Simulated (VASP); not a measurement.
A run of VASP 6.6.1 is set up as follows.

The input INCAR:

```
SYSTEM = Hf3B2
PREC     = Accurate       ! precision mode
ENCUT    = 520            ! plane-wave cutoff, eV
EDIFF    = 1E-6           ! SCF threshold, eV
ISMEAR   = 0              ! smearing method
SIGMA    = 0.1            ! smearing width, eV
LREAL    = .FALSE.        ! projectors in reciprocal space
LASPH    = .TRUE.         ! aspherical terms in the spheres
NELM     = 100            ! most SCF steps
ALGO     = Fast           ! electronic algorithm
ISIF     = 2              ! what is computed and relaxed
LWAVE    = .FALSE.        ! write WAVECAR
LCHARG   = .FALSE.        ! write CHGCAR
GGA      = PE             ! functional
NBANDS   = 26             ! bands
```

Contents of KPOINTS:

```
regular mesh
0
G
  8 8 8
  0 0 0
```

File POSCAR:

```
Hf3B2
1.0
    4.4327567879      0.0000000000      0.0000000000
    0.0000000000      4.4327567879      0.0000000000
    0.0000000000      0.0000000000      4.4327567879
Hf B
3 2
Direct
    0.0000000000      0.5000000000      0.0000000000
    0.0000000000      0.0000000000      0.5000000000
    0.5000000000      0.0000000000      0.0000000000
    0.5000000000      0.5000000000      0.5000000000
    0.0000000000      0.0000000000      0.0000000000
```

Potentials or basis: VASP PAW PBE potentials, release 64 (Hf_pv, B).

Run with:

```sh
$ cat potpaw_PBE.64/Hf_pv/POTCAR potpaw_PBE.64/B/POTCAR > POTCAR
$ mpirun -np 1 vasp_std > vasp.out
```

(1) Estimate the pressure.

(2) Predict the band gap on the k mesh.

Results:

(1) -0.3 GPa.

(2) zero (bands 18 and 19 overlap by 2.02 eV).

Caveat: spin-orbit coupling is left out, which moves the levels of the heavy elements.
